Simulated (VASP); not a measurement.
Wanted: the native input for a VASP 6.6.1 run.

| Quantity | Value |
| --- | --- |
| Task | single point |
| Functional | LDA |
| Potentials or basis | VASP PAW LDA potentials, release 64 (Cu) |
| Cutoff | 520 eV |
| k mesh | 6 × 6 × 4 |
| Occupations | fermi-dirac, width 0.15 eV |
| Spin | no spin polarisation |
| Dipole correction | no |
| Further INCAR settings | ALGO = Normal; EDIFF = 1e-07; NBANDS = 24 |

The structure of Cu lies in POSCAR:

```
Cu
1.0
    4.0487300000      0.0000000000      0.0000000000
    0.0000000000      4.0487300000      0.0000000000
    0.0000000000      0.0000000000      5.9632900000
Cu
3
Direct
    0.5000000000      0.0000000000      0.9934600000
    0.0000000000      0.5000000000      0.9934600000
    0.0000000000      0.0000000000      0.2721400000
```

The input as run:

INCAR

```
  PREC = Accurate
  ENCUT = 520
  EDIFF = 1E-7
  ISMEAR = -1
  SIGMA = 0.15
  LREAL = False
  LASPH = True
  NELM = 60
  ALGO = Normal
  ISIF = 2
  LWAVE = False
  LCHARG = True
  LELF = True
  LVHAR = True
  NBANDS = 24
```

KPOINTS

```
Automatic mesh
0
Gamma
  6 6 4
```

Potentials or basis: VASP PAW LDA potentials, release 64 (Cu).

The run is started by

```bash
$ cat potpaw_LDA.64/Cu/POTCAR > POTCAR
$ mpirun -np 1 vasp_std > vasp.out
```

Results of the run:

| Item | Value |
| --- | --- |
| Pressure | -10.3 GPa |
| Largest force | 1.841 eV/Å |

Caveat: forces of over 1 eV/Å act on the atoms, so gaps and moduli don't describe the material at rest.

It took 110 s on 1 thread of AMD EPYC 7R43 64-Core Processor (Zen 3) (shared host), peak memory 0.15 GiB.
